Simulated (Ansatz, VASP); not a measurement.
## LiCl in VASP and in Ansatz

File INCAR:

```
PREC = Accurate ; ENCUT = 520
EDIFF = 1E-7 ; ISMEAR = 0
SIGMA = 0.05 ; LREAL = F
LASPH = T ; NELM = 100
ALGO = Normal ; ISIF = 2
LWAVE = F ; LCHARG = F
GGA = PS ; NBANDS = 12
```

The input KPOINTS:

```
regular mesh
0
Gamma
  8 8 8
```

File POSCAR:

```
LiCl
1.0
    0.0000000000      2.5647600000      2.6929980000
    2.5647600000      0.0000000000      2.6929980000
    2.5647600000      2.5647600000      0.0000000000
Li Cl
1 1
Direct
    0.0000000000      0.0000000000      0.0000000000
    0.5000000000      0.5000000000      0.5000000000
```

Input for Ansatz:

```yaml
crystal:
  lattice:
    - [0.0, 2.56476, 2.692998]
    - [2.56476, 0.0, 2.692998]
    - [2.56476, 2.56476, 0.0]
  atoms:
    - { symbol: Li, position: [0.0, 0.0, 0.0] }
    - { symbol: Cl, position: [0.5, 0.5, 0.5] }
basis:
  ecutwfc: 420
kpoints:
  mp_grid: { grid: [8, 8, 8] }
hamiltonian:
  xc: pbesol
scf:
  occupations: { method: gaussian, width: 0.05 }
output:
  forces: true
  stress: true
  eigenvalues: true
```

Change from the starting cell: strain +0.000 along x and y, +0.050 along z, atoms carried along.

Alike in both runs: task single point; functional PBEsol; k mesh 8 × 8 × 8; occupations gaussian, width 0.05 eV; no spin polarisation.

|  | VASP | Ansatz |
| --- | --- | --- |
| version | VASP 6.6.1 | Ansatz 0.2.0 |
| potentials or method | VASP PAW PBE potentials, release 64 (Li_sv, Cl), cutoff 520 eV | scalar-relativistic, plane waves, PAW |
| valence electrons in the cell | 10 | 10 |

```tsv
	VASP	Ansatz	Ansatz less VASP
gap on the k mesh at the Fermi level (eV)	5.80	5.79	-0.010
least direct gap on the mesh (eV)	5.80	5.79	-0.010
```

VASP's potentials were made for PBE, not for PBEsol.

Noted on VASP's run: the cutoff is short for stress, so the pressure is rough.
